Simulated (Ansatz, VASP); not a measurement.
# Sr: VASP beside Ansatz

```
CELL_PARAMETERS angstrom
7.48663 0.00000 0.00000
0.00000 7.48663 0.00000
0.00000 0.00000 7.48663
ATOMIC_POSITIONS crystal
Sr 0.00000 0.00000 0.00000
Sr 0.50000 0.50000 0.50000
Sr 0.25000 0.00000 0.50000
Sr 0.75000 0.00000 0.50000
Sr 0.50000 0.25000 0.00000
Sr 0.50000 0.75000 0.00000
Sr 0.00000 0.50000 0.25000
Sr 0.00000 0.50000 0.75000
```

Alike in both runs: functional PBEsol; k mesh 4 × 4 × 4; occupations fermi-dirac, width 0.1 eV; no spin polarisation.

Ansatz relaxed the structure, and its values are those at the end. VASP's run is a single point on that final structure, the one shown.

```csv
,VASP,Ansatz
version,VASP 6.6.1,Ansatz 0.2.0
potentials or method,"VASP PAW PBE potentials, release 64 (Sr_sv), cutoff 520 eV","plane waves (420 eV) with PAW, scalar-relativistic"
valence electrons in the cell,80,80
```

```csv
,VASP,Ansatz,Ansatz less VASP
pressure (GPa),0.1,0.0,-0.01
```

VASP's potentials were made for PBE, not for PBEsol, and Ansatz warns of the same on its side.
